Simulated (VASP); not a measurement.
SnSe: single point with PBEsol

The system is SnSe.

```
Sn Se
1.0
     0.00000    2.97275    2.97275
     2.97275    0.00000    2.97275
     2.97275    2.97275    0.00000
Sn Se
1 1
Direct
  0.00000 0.00000 0.00000
  0.50000 0.50000 0.50000
```

* Program: VASP 6.6.1
* Task: single point
* Functional: PBEsol
* Potentials or basis: VASP PAW PBE potentials, release 64 (Sn_d, Se)
* Cutoff: 520 eV
* k mesh: 8 × 8 × 8
* Occupations: gaussian, width 0.01 eV
* Spin: no spin polarisation
* Dipole correction: no
* Further INCAR settings: ALGO = Normal; EDIFF = 1e-07; NBANDS = 17

```
Pressure               : 0.0 GPa
Band gap on the k mesh : 0.75 eV (least direct gap 0.82 eV)
```

Levels at points of the mesh, in eV from the valence-band top:
```tsv
k point	band 6	band 7	band 8	band 9	band 10	band 11	band 12	band 13	band 14	band 15
(0.00, 0.00, 0.00)	-14.03	-4.87	-2.18	-2.18	-2.18	4.54	4.54	4.54	5.87	5.87
(0.50, 0.00, 0.00)	-13.00	-8.17	-1.92	-1.92	0.00	0.82	1.30	1.30	8.34	10.31
(0.50, 0.50, 0.00)	-12.68	-5.94	-5.65	-3.71	-3.71	2.91	5.65	5.65	6.29	10.69
```

Wall time 21 s on 1 thread of Intel Xeon 8259CL, with other jobs on the host, peak memory 0.18 GiB.

Caveat: the PAW data sets were made with another functional, which shifts forces and pressure a little; spin-orbit coupling is left out, which moves the levels of the heavy elements. A k mesh can miss the band edges.
